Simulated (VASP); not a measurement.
Runs of VASP 6.6.1 on Zn. The structure is that of space group P6_3/mmc (No. 194), or close to it. The cells are those of the table. 

```tsv
level	potentials or basis	cell	k mesh	gap on the mesh (eV)	pressure (GPa)
PBE	VASP PAW PBE potentials, release 64 (Zn)	a = 2.636, b = 2.636, c = 5.093 Å, angles 90.0, 90.0, 120.0°, 2 atoms	18 × 18 × 10	none	0.3
PBE	VASP PAW PBE potentials, release 64 (Zn)	a = 2.635, b = 2.635, c = 5.089 Å, angles 90.0, 90.0, 120.0°, 2 atoms	18 × 18 × 10	none	0.4
PBE	VASP PAW PBE potentials, release 64 (Zn)	a = 2.636, b = 2.636, c = 5.093 Å, angles 90.0, 90.0, 120.0°, 2 atoms	16 × 16 × 7	none	0.4
LDA	VASP PAW LDA potentials, release 64 (Zn)	a = 2.573, b = 2.573, c = 4.726 Å, angles 90.0, 90.0, 120.0°, 2 atoms	22 × 22 × 12	none	(a)
```

Alike in all rows: task single point; no spin polarisation; cutoff (eV) 520; smearing fermi-dirac 0.08 eV.

Task: Fill in the values left out.

Result: (a) 0.7.

A gap of «none» marks levels without a gap at the run's occupations.
